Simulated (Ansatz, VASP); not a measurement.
Two plane-wave programs on GeS

```
Ge S
1.0
    10.78051    0.00000    0.00000
     0.00000    3.66783    0.00000
     0.00000    0.00000    4.45042
Ge S
4 4
Direct
  0.12590 0.25000 0.13492
  0.87410 0.75000 0.86508
  0.37410 0.75000 0.63492
  0.62590 0.25000 0.36508
  0.84712 0.25000 0.50256
  0.15288 0.75000 0.49744
  0.65288 0.75000 0.00256
  0.34712 0.25000 0.99744
```

Alike in both runs: task single point; functional PBE; k mesh 4 × 8 × 6; occupations gaussian, width 0.05 eV; no spin polarisation.

|  | VASP | Ansatz |
| --- | --- | --- |
| version | VASP 6.6.1 | Ansatz 0.2.0 |
| potentials or method | VASP PAW PBE potentials, release 64 (Ge_d, S), cutoff 500 eV | scalar-relativistic, plane waves, PAW |
| valence electrons in the cell | 80 | 80 |

|  | VASP | Ansatz | Ansatz less VASP |
| --- | --- | --- | --- |
| gap on the k mesh at the Fermi level (eV) | 1.24 | 1.24 | +0.004 |
| least direct gap on the mesh (eV) | 1.24 | 1.24 | +0.004 |
| pressure (GPa) | -0.1 | 0.0 | +0.09 |

The functional is the same, so the differences come from potentials, cutoffs and numerics.
